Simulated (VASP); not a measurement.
# RbBr in VASP: notebook

Aim: see how the results for RbBr move with the level of theory and the settings. Levels: r2SCAN, HSE06. Tasks: single point.

Everything below comes from runs of VASP 6.6.1. Logs are shortened: lines on timing, memory, paths and dates and some standing lists are left out, and cuts for length are marked.

**1. The cell of the first run**

The structure is orthorhombic, space group Cmmm (No. 65). Conventional cell: a = 5.790 Å, b = 5.885 Å, c = 4.128 Å, α = 90.00°, β = 90.00°, γ = 90.00°. Within 4.7 Å of Rb (site symmetry mmm) lie 8 Br at 3.56 to 3.59 Å and 6 Rb at 4.13 Å. Within 4.7 Å of Br (site symmetry mmm) lie 8 Rb at 3.56 to 3.59 Å and 6 Br at 4.13 Å.

**2. Single point, r2SCAN (shear xy strain +1.6%)**

POSCAR

```
RbBr
1.0
    4.1279266522      0.0336426022      0.0000000000
    0.0336426022      4.1279266522      0.0000000000
    0.0000000000      0.0000000000      4.1279266522
Rb Br
1 1
Direct
    0.0000000000      0.0000000000      0.0000000000
    0.5000000000      0.5000000000      0.5000000000
```

INCAR.step1

```
PREC     = Accurate       # precision mode
ENCUT    = 520            # plane-wave cutoff, eV
ISMEAR   = 0              # smearing method
SIGMA    = 0.01           # smearing width, eV
LREAL    = False          # projectors in reciprocal space
LASPH    = True           # aspherical terms in the spheres
NELM     = 60             # most SCF steps
NBANDS   = 15             # bands
GGA      = PE             # functional
ALGO     = Normal         # electronic algorithm
EDIFF    = 1E-4           # SCF threshold, eV
LWAVE    = True           # write WAVECAR
LCHARG   = False          # write CHGCAR
```

INCAR.step2

```
PREC     = Accurate       # precision mode
ENCUT    = 520            # plane-wave cutoff, eV
EDIFF    = 1E-7           # SCF threshold, eV
ISMEAR   = 0              # smearing method
SIGMA    = 0.01           # smearing width, eV
LREAL    = False          # projectors in reciprocal space
LASPH    = True           # aspherical terms in the spheres
NELM     = 60             # most SCF steps
ALGO     = Normal         # electronic algorithm
ISIF     = 2              # what is computed and relaxed
LWAVE    = False          # write WAVECAR
LCHARG   = False          # write CHGCAR
METAGGA  = R2SCAN         # meta-GGA
LMIXTAU  = True         
NBANDS   = 15             # bands
ISTART   = 1
```

KPOINTS

```
Automatic mesh
0
Gamma
  6 6 6
```

Potentials or basis: VASP PAW PBE potentials, release 64 (Rb_sv, Br).

Started as:

```
> cat potpaw_PBE.64/Rb_sv/POTCAR potpaw_PBE.64/Br/POTCAR > POTCAR
> cp INCAR.step1 INCAR
> mpirun -np 1 vasp_std > vasp.out
> cp INCAR.step2 INCAR
> mpirun -np 1 vasp_std > vasp.out
```

OUTCAR:

```text
PREC = Accurate
   ENCUT = 520
   EDIFF = 1E-7
   ISMEAR = 0
   LREAL = False
   LASPH = True
   NELM = 60
   ISIF = 2
   METAGGA = R2SCAN
   ISTART = 1

 ion  position               nearest neighbor table
   1  0.000  0.000  0.000-   2 3.56   2 3.56   2 3.56   2 3.56   2 3.59   2 3.59   2 3.59   2 3.59

   2  0.500  0.500  0.500-   1 3.56   1 3.56   1 3.56   1 3.56   1 3.59   1 3.59   1 3.59   1 3.59

  LATTYP: Found a base centered orthorhombic cell.
 ALAT       =     5.7901920317
 B/A-ratio  =     1.0164339366
 C/A-ratio  =     0.7129170552

  Lattice vectors:

 A1 = (  -0.0336426022,  -4.1279266522,   0.0000000000)
 A2 = (   4.1279266522,   0.0336426022,   0.0000000000)
 A3 = (   0.0000000000,   0.0000000000,   4.1279266522)

Analysis of symmetry for initial positions (statically):
=====================================================================
 Subroutine PRICEL returns:
 Original cell was already a primitive cell.

 Routine SETGRP: Setting up the symmetry group for a
 base centered orthorhombic supercell.

 Subroutine GETGRP returns: Found  8 space group operations
 (whereof  8 operations were pure point group operations)
 out of a pool of  8 trial point group operations.

The static configuration has the point symmetry D_2h.

Analysis of symmetry for dynamics (positions and initial velocities):
=====================================================================
 Subroutine PRICEL returns:
 Original cell was already a primitive cell.

 Routine SETGRP: Setting up the symmetry group for a
 base centered orthorhombic supercell.

 Subroutine GETGRP returns: Found  8 space group operations
 (whereof  8 operations were pure point group operations)
 out of a pool of  8 trial point group operations.

The dynamic configuration has the point symmetry D_2h.

 Subroutine INISYM returns: Found  8 space group operations
 (whereof  8 operations are pure point group operations),
 and found     1 'primitive' translations

----------------------------------------------------------------------------------------

                                     Primitive cell

  volume of cell :      70.3343

  direct lattice vectors                    reciprocal lattice vectors
     4.127926652  0.033642602  0.000000000     0.242268459 -0.001974488  0.000000000
     0.033642602  4.127926652  0.000000000    -0.001974488  0.242268459  0.000000000
     0.000000000  0.000000000  4.127926652     0.000000000  0.000000000  0.242252366

  length of vectors
[... 92 lines left out ...]
   PSTRESS=    0.0 pullay stress
   NELECT =      16.0000    total number of electrons
   NUPDOWN=      -1.0000    fix difference up-down
   EMIN   =  10.00;   EMAX   =-10.00  energy-range for DOS
   EFERMI =   0.00;   METHOD = LEGACY
   ISMEAR =     0;   SIGMA  =   0.01  broadening in eV -4-tet -1-fermi 0-gaus
   EFERMI_NEDOS =   21; number of points for ismear=-14 and -15
   IALGO  =     38    algorithm
   IMIX   =      4    mixing-type and parameters
     AMIX     =   0.40;   BMIX     =  1.00
     AMIX_MAG =   1.60;   BMIX_MAG =  1.00
  volume/ion in A,a.u.               =      35.17       237.32
  Fermi-wavevector in a.u.,A,eV,Ry     =   0.999369  1.888533 13.588656  0.998738
  Thomas-Fermi vector in A             =   2.131654
   LORBIT       =      0    0 simple, 1 ext, 2 COOP (PROOUT), +10 PAW based schemes
   METAGGA = R2SCAN    functional components
   LHFCALC =     F    Hartree Fock is set to
   AEXX    =    0.0000 exact exchange contribution
   IVDW    =     0    specifies the selected vdW correction
   LEPSILON=     F    determine dielectric tensor
   LRPA    =     F    only Hartree local field effects (RPA)
 non-spin polarized calculation
 Gauss-broadening in eV      SIGMA  =   0.01
  energy-cutoff  :      520.00
  volume of cell :       70.33
 maximum number of plane-waves:      1916
   NGX = 15   NGY = 15   NGZ = 15

 number of electron      16.0000002 magnetization

 Free energy of the ion-electron system (eV)
  ---------------------------------------------------
  ext. energy  EPLUGINS =         0.00000000
  ---------------------------------------------------
  free energy    TOTEN  =       -31.10994054 eV

  energy without entropy =      -31.10994054  energy(sigma->0) =      -31.10994054

 E-fermi :  -0.9347     XC(G=0):  -8.3201

 val. band max:       -1.0574274634   @ k =   0.5000   0.0000   0.5000
 cond. band min:       3.7697849088   @ k =   0.0000   0.0000   0.0000
 fundamental gap:      4.8272123721
 Fermi energy:        -0.9346744224

 k-point     1 :       0.0000    0.0000    0.0000
  band No.  band energies     occupation
      1     -26.9457      2.00000
      2     -14.1117      2.00000
      3     -10.3846      2.00000
      4     -10.3833      2.00000
      5     -10.3824      2.00000
      6      -1.2159      2.00000
      7      -1.2113      2.00000
      8      -1.2063      2.00000
      9       3.7698      0.00000
     10       5.0610      0.00000
     11       5.0627      0.00000
     12       9.6099      0.00000
     13       9.6557      0.00000
     14       9.7155      0.00000
[... 401 lines left out ...]
      2     -13.9319      2.00000
      3     -10.6357      2.00000
      4     -10.5862      2.00000
      5     -10.3926      2.00000
      6      -2.2907      2.00000
      7      -1.9961      2.00000
      8      -1.4555      2.00000
      9       5.7496      0.00000
     10       6.7218      0.00000
     11       7.4854      0.00000
     12       7.9887      0.00000
     13       9.1840      0.00000
     14       9.5888      0.00000
     15      11.5003      0.00000

 [... further k-points ...]

------------------------ aborting loop because EDIFF is reached ----------------------------------------

  FORCE on cell =-STRESS in cart. coord.  units (eV):
  Direction    XX          YY          ZZ          XY          YZ          ZX
  --------------------------------------------------------------------------------------
  -------------------------------------------------------------------------------------
  Total        0.0132280      0.0132280      0.0138951     -0.0546428      0.0000000      0.0000000
  in kB        0.3013265      0.3013265      0.3165235     -1.2447332      0.0000000      0.0000000
  external PRESSURE =       0.3063922 kB  Pullay stress =       0.0000000 kB

 VOLUME and BASIS-vectors are now :
 -----------------------------------------------------------------------------
  energy-cutoff  :      520.00
  volume of cell :       70.33
      direct lattice vectors                 reciprocal lattice vectors
     4.127926652  0.033642602  0.000000000     0.242268459 -0.001974488  0.000000000
     0.033642602  4.127926652  0.000000000    -0.001974488  0.242268459  0.000000000
     0.000000000  0.000000000  4.127926652     0.000000000  0.000000000  0.242252366

 POSITION                                       TOTAL-FORCE (eV/Angst)
 -----------------------------------------------------------------------------------
      0.00000      0.00000      0.00000        -0.000000      0.000000      0.000000
      2.08078      2.08078      2.06396         0.000000      0.000000      0.000000
 -----------------------------------------------------------------------------------
    total drift:                                0.000000      0.000000     -0.000000

  FREE ENERGIE OF THE ION-ELECTRON SYSTEM (eV)
  ---------------------------------------------------
  free  energy   TOTEN  =       -31.1099405418 eV

  energy  without entropy=      -31.1099405418  energy(sigma->0) =      -31.10994054
```

OUTCAR.step1:

```text
PREC = Accurate
   ENCUT = 520
   ISMEAR = 0
   LREAL = False
   LASPH = True
[... 656 lines left out ...]
      0.00000      0.00000      0.00000         0.000000      0.000000      0.000000
      2.08078      2.08078      2.06396        -0.000000      0.000000      0.000000
 -----------------------------------------------------------------------------------
    total drift:                                0.000000      0.000000     -0.000000

  FREE ENERGIE OF THE ION-ELECTRON SYSTEM (eV)
  ---------------------------------------------------
  free  energy   TOTEN  =        -5.9958319950 eV

  energy  without entropy=       -5.9958319950  energy(sigma->0) =       -5.99583200
```

OSZICAR.step1:

```text
N       E                     dE             d eps       ncg     rms          rms(c)
DAV:   1     0.796920779508E+02    0.79692E+02   -0.68815E+03  1560   0.930E+02
DAV:   2    -0.115469262147E+01   -0.80847E+02   -0.75435E+02  2209   0.165E+02
DAV:   3    -0.611142171572E+01   -0.49567E+01   -0.49393E+01  2102   0.416E+01
DAV:   4    -0.622960654165E+01   -0.11818E+00   -0.11817E+00  2256   0.598E+00
DAV:   5    -0.623063171452E+01   -0.10252E-02   -0.10252E-02  2210   0.517E-01    0.261E+00
DAV:   6    -0.602634462062E+01    0.20429E+00   -0.17966E-01  1945   0.229E+00    0.175E+00
DAV:   7    -0.599280409674E+01    0.33541E-01   -0.10323E-01  1987   0.182E+00    0.902E-01
DAV:   8    -0.599583924173E+01   -0.30351E-02   -0.13249E-02  1849   0.699E-01    0.142E-01
DAV:   9    -0.599569981213E+01    0.13943E-03   -0.54025E-04  2155   0.128E-01    0.622E-02
DAV:  10    -0.599583161241E+01   -0.13180E-03   -0.24419E-04  1636   0.102E-01    0.123E-02
DAV:  11    -0.599583199504E+01   -0.38264E-06   -0.76728E-06  1165   0.193E-02
   1 F= -.59958320E+01 E0= -.59958320E+01  d E =-.391123-113
```

It took 80 s on 1 thread of Intel Xeon Platinum 8488C (Sapphire Rapids), shared host; peak memory 0.21 GiB.

Results:

- Free energy: -31.1099 eV
- Pressure: 0.0 GPa
- Band gap on the k mesh: 4.83 eV (least direct gap 4.98 eV)

Stress tensor (GPa, compression positive):
```
 0.03 -0.12  0.00
-0.12  0.03  0.00
 0.00  0.00  0.03
```

Levels at points of the mesh, in eV from the valence-band top:
```
           k point  band 5  band 6  band 7  band 8  band 9  band 10  band 11  band 12
(0.00, 0.00, 0.00)   -9.33   -0.16   -0.15   -0.15    4.83     6.12     6.12    10.67
(0.50, 0.00, 0.00)   -9.28   -1.70   -0.22   -0.22    7.46     7.80     8.36     9.36
(0.50, 0.50, 0.00)   -9.25   -1.08   -1.05    0.00    5.93     6.91     8.66     8.68
(0.00, 0.00, 0.50)   -9.28   -1.70   -0.25   -0.20    7.46     7.80     8.36     9.36
(0.50, 0.00, 0.50)   -9.25   -1.06   -1.06    0.00    5.93     6.91     8.67     8.67
(0.50, 0.50, 0.50)   -9.54   -1.34   -1.34   -1.33    8.79     8.87     8.95    10.07
```

Caveat: the cell differs from its parent crystal (shear xy strain +1.6%); the PAW data sets were made with another functional, which shifts forces and pressure a little.

**3. Single point, HSE06 (uniaxial x strain -2.5%)**

POSCAR

```
RbBr
1.0
    4.0251412785      0.0000000000      0.0000000000
    0.0000000000      4.1279266522      0.0000000000
    0.0000000000      0.0000000000      4.1279266522
Rb Br
1 1
Direct
    0.0000000000      0.0000000000      0.0000000000
    0.5000000000      0.5000000000      0.5000000000
```

INCAR.step1

```
SYSTEM = RbBr
ALGO = Normal
EDIFF = 1E-5
ENCUT = 520
GGA = PE
ISIF = 2
ISMEAR = 0
LASPH = .True.
LREAL = .False.
LWAVE = .True.
NBANDS = 15
NELM = 80
PREC = Accurate
SIGMA = 0.01
```

INCAR.step2

```
SYSTEM = RbBr
ALGO = Normal
EDIFF = 1E-6
ENCUT = 520
GGA = PE
HFSCREEN = 0.2079
ISIF = 2
ISMEAR = 0
ISTART = 1
LASPH = .True.
LCHARG = .True.
LELF = .True.
LHFCALC = .True.
LREAL = .False.
LVHAR = .True.
LWAVE = .False.
NBANDS = 15
NELM = 80
PREC = Accurate
PRECFOCK = Normal
SIGMA = 0.01
```

KPOINTS

```
k-points
0
Gamma
  4 4 4
  0 0 0
```

Potentials or basis: VASP PAW PBE potentials, release 64 (Rb_sv, Br).

Started as:

```
> cat potpaw_PBE.64/Rb_sv/POTCAR potpaw_PBE.64/Br/POTCAR > POTCAR
> cp INCAR.step1 INCAR
> mpirun -np 1 vasp_std > vasp.out
> cp INCAR.step2 INCAR
> mpirun -np 1 vasp_std > vasp.out
```

Wall time 4.7 min (1 thread of Intel Xeon Platinum 8488C (Sapphire Rapids), shared host); peak memory 0.29 GiB.

Results (log left out):

* Free energy: -6.9563 eV
* Pressure: 0.9 GPa
* Band gap on the k mesh: 5.27 eV (least direct gap 5.42 eV)

Stress tensor (GPa, compression positive):
```
1.44 0.00 0.00
0.00 0.63 0.00
0.00 0.00 0.63
```

Levels at points of the mesh, in eV from the valence-band top:
```tsv
k point	band 5	band 6	band 7	band 8	band 9	band 10	band 11	band 12
(0.00, 0.00, 0.00)	-9.67	-0.29	-0.29	-0.15	5.27	6.60	6.71	11.23
(0.50, 0.00, 0.00)	-9.63	-1.98	-0.36	-0.36	8.14	8.39	9.13	9.82
(0.00, 0.50, 0.00)	-9.62	-1.95	-0.39	-0.23	8.07	8.34	8.98	9.88
(0.50, 0.50, 0.00)	-9.60	-1.28	-1.21	-0.12	6.44	7.34	9.10	9.19
(0.00, 0.50, 0.50)	-9.59	-1.24	-1.24	0.00	6.38	7.54	9.41	9.41
(0.50, 0.50, 0.50)	-9.91	-1.60	-1.54	-1.54	9.42	9.42	9.54	10.76
```

Caveat: the cell differs from its parent crystal (uniaxial x strain -2.5%); the PAW data sets were made with another functional, which shifts forces and pressure a little. A k mesh can miss the band edges.
